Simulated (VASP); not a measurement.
Runs of VASP 6.6.1 on Ir. The structure is that of space group Im-3m (No. 229), or close to it. The cells are those of the table. 

```tsv
task	cell	cutoff (eV)	gap on the mesh (eV)	pressure (GPa)
single point	a = 2.480 Å, angles 109.5°, 1 atom	520	none	(a)
single point	a = 2.481 Å, angles 109.5°, 1 atom	520	none	143.0
relaxation of cell and atoms	relaxed to 140 GPa from a = 2.468 Å, angles 109.5°, 1 atom	600	none	140.0
relaxation of cell and atoms	relaxed to 140 GPa from a = 2.481 Å, angles 109.5°, 1 atom	600	none	140.0
```

Alike in all rows: level PBE; potentials or basis VASP PAW PBE potentials, release 64 (Ir); no spin polarisation; k mesh 19 × 19 × 19; smearing fermi-dirac 0.08 eV.

Q: Estimate the missing entries.

A: (a) 143.4.

Caveats: spin-orbit coupling is left out, which moves the levels of the heavy elements; the cell is relaxed towards a set pressure, so the enthalpy falls and the energy may rise (some runs).

A k mesh can miss the band edges, and the runs leave out spin-orbit coupling on Ir.

A gap of «none» marks levels without a gap at the run's occupations.
